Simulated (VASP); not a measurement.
Input of a VASP 6.6.1 run:

POSCAR

```
LiBe
1.0
    0.0000000000      1.9747219990      1.9747219990
    1.9747219990      0.0000000000      1.9747219990
    1.9747219990      1.9747219990      0.0000000000
Li Be
1 1
Direct
    0.0000000000      0.0000000000      0.0000000000
    0.5000000000      0.5000000000      0.5000000000
```

INCAR.step1

```
SYSTEM = LiBe
ALGO     = Normal         ! electronic algorithm
EDIFF    = 1E-5           ! SCF threshold, eV
ENCUT    = 830            ! plane-wave cutoff, eV
GGA      = PE             ! functional
GGA_COMPAT= .FALSE.      
ISMEAR   = 1              ! smearing method
LASPH    = .TRUE.         ! aspherical terms in the spheres
LCHARG   = .FALSE.        ! write CHGCAR
LREAL    = .FALSE.        ! projectors in reciprocal space
LWAVE    = .TRUE.         ! write WAVECAR
NBANDS   = 10             ! bands
NELM     = 120            ! most SCF steps
PREC     = Accurate       ! precision mode
SIGMA    = 0.1            ! smearing width, eV
```

Contents of INCAR.step2:

```
SYSTEM = LiBe
ALGO     = Normal         ! electronic algorithm
EDIFF    = 1E-6           ! SCF threshold, eV
ENCUT    = 830            ! plane-wave cutoff, eV
GGA_COMPAT= .FALSE.      
ISIF     = 2              ! what is computed and relaxed
ISMEAR   = 1              ! smearing method
ISTART   = 1            
LASPH    = .TRUE.         ! aspherical terms in the spheres
LCHARG   = .FALSE.        ! write CHGCAR
LMIXTAU  = .TRUE.       
LREAL    = .FALSE.        ! projectors in reciprocal space
LWAVE    = .FALSE.        ! write WAVECAR
METAGGA  = R2SCAN         ! meta-GGA
NBANDS   = 10             ! bands
NELM     = 120            ! most SCF steps
PREC     = Accurate       ! precision mode
SIGMA    = 0.1            ! smearing width, eV
```

File KPOINTS:

```
k-points
0
G
  8 8 8
  0 0 0
```

Potentials or basis: VASP PAW PBE potentials, release 64 (Li_sv, Be).

The run is started by

```console
$ cat potpaw_PBE.64/Li_sv/POTCAR potpaw_PBE.64/Be/POTCAR > POTCAR
$ cp INCAR.step1 INCAR
$ mpirun -np 1 vasp_std > vasp.out
$ cp INCAR.step2 INCAR
$ mpirun -np 1 vasp_std > vasp.out
```

Question: Estimate the band gap on the k mesh.

Answer: Zero (an odd number of electrons rules out a gap without spin polarisation).

Question: What does it give for the pressure?

Answer: 42.2 GPa.

Caveat: the cell stands under pressure; the PAW data sets were made with another functional, which shifts forces and pressure a little.
